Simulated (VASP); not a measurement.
A run of VASP 6.6.1 is set up as follows.

Contents of INCAR:

```
ALGO = Normal ; EDIFF = 1E-6
ENCUT = 520 ; GGA = PS
ISIF = 2 ; ISMEAR = -1
LASPH = T ; LCHARG = F
LREAL = F ; LWAVE = F
NBANDS = 12 ; NELM = 80
PREC = Accurate ; SIGMA = 0.15
```

File KPOINTS:

```
k-points
0
Gamma
  15 15 15
```

Contents of POSCAR:

```
Ti
1.0
   -1.5917700000      1.6410000000      1.6410000000
    1.6410000000     -1.5917700000      1.6410000000
    1.6410000000      1.6410000000     -1.5917700000
Ti
1
Direct
    0.0000000000      0.0000000000      0.0000000000
```

Potentials or basis: VASP PAW PBE potentials, release 64 (Ti_sv).

Run with:

```console
$ cat potpaw_PBE.64/Ti_sv/POTCAR > POTCAR
$ mpirun -np 1 vasp_std > vasp.out
```

(1) What does it give for the band gap on the k mesh?

(2) Estimate the pressure.

Answers

(1) zero (band 6 reaches 8.59 eV, above the bottom of band 7 at 7.18 eV).

(2) -5.9 GPa.

Caveat: the PAW data sets were made with another functional, which shifts forces and pressure a little.
